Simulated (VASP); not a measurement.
Write the native input for VASP 6.6.1 that does the following.

```yaml
Task: single point
Functional: PBE
Potentials_or_basis: VASP PAW PBE potentials, release 64 (Hf_pv)
Cutoff: 520 eV
k_mesh: 14 × 14 × 8
Occupations: methfessel-paxton, width 0.2 eV
Spin: no spin polarisation
Dipole_correction: no
Further_INCAR_settings: ALGO = Normal; EDIFF = 1e-06; NBANDS = 17
```

The structure of Hf lies in POSCAR:

```
Hf
1.0
    3.2052794892      0.0000000000      0.0000000000
   -1.6026397446      2.7758534639      0.0000000000
    0.0000000000      0.0000000000      5.0644648307
Hf
2
Direct
    0.3333333333      0.6666666667      0.2500000000
    0.6666666667      0.3333333333      0.7500000000
```

The input as run:

INCAR

```
SYSTEM = Hf
  ALGO = Normal
  EDIFF = 1E-6
  ENCUT = 520
  GGA = PE
  ISIF = 2
  ISMEAR = 1
  LASPH = .True.
  LCHARG = .False.
  LREAL = .False.
  LWAVE = .False.
  NBANDS = 17
  NELM = 100
  PREC = Accurate
  SIGMA = 0.2
```

KPOINTS

```
k-points
0
Gamma
  14 14 8
  0 0 0
```

Potentials or basis: VASP PAW PBE potentials, release 64 (Hf_pv).

Launch:

```sh
$ cat potpaw_PBE.64/Hf_pv/POTCAR > POTCAR
$ mpirun -np 1 vasp_std > vasp.out
```

Results of the run:

- Pressure: -0.5 GPa
- Band gap on the k mesh: zero (band 10 reaches 6.05 eV, above the bottom of band 11 at 4.50 eV)

Caveat: spin-orbit coupling is left out, which moves the levels of the heavy elements.

It took 30 s on 1 thread of Intel(R) Xeon(R) 6975P-C (Granite Rapids), with other jobs on the host, peak memory 0.21 GiB.
